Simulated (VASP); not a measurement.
Write the native input for VASP 6.6.1 that does the following.

```
Task                   : single point
Functional             : PBE
Potentials or basis    : VASP PAW PBE potentials, release 64 (Ru_pv)
Cutoff                 : 520 eV
k mesh                 : 18 × 18 × 18
Occupations            : gaussian, width 0.1 eV
Spin                   : no spin polarisation
Dipole correction      : no
Further INCAR settings : ALGO = Fast; EDIFF = 1e-07; NBANDS = 13
```

The structure of Ru lies in POSCAR:

```
Ru
1.0
    0.0000000000      1.9424481145      1.9424481145
    1.9424481145      0.0000000000      1.9424481145
    1.9424481145      1.9424481145      0.0000000000
Ru
1
Direct
    0.0000000000      0.0000000000      0.0000000000
```

This cell differs from its parent crystal: volume scaled by 1.06.

The input as run:

INCAR

```
PREC = Accurate ; ENCUT = 520
EDIFF = 1E-7 ; ISMEAR = 0
SIGMA = 0.1 ; LREAL = F
LASPH = T ; NELM = 60
ALGO = Fast ; ISIF = 2
LWAVE = F ; LCHARG = F
GGA = PE ; NBANDS = 13
```

KPOINTS

```
regular mesh
0
Gamma
  18 18 18
```

Potentials or basis: VASP PAW PBE potentials, release 64 (Ru_pv).

Run with:

```sh
$ cat potpaw_PBE.64/Ru_pv/POTCAR > POTCAR
$ mpirun -np 1 vasp_std > vasp.out
```

It gave:

```json
{
  "Pressure": "-15.6 GPa",
  "Band gap on the k mesh": "zero (band 7 reaches 13.40 eV, above the bottom of band 8 at 10.37 eV)"
}
```

Wall time 22 s on 1 thread of Intel(R) Xeon(R) Platinum 8488C (Sapphire Rapids), on a shared host, peak memory 0.15 GiB.
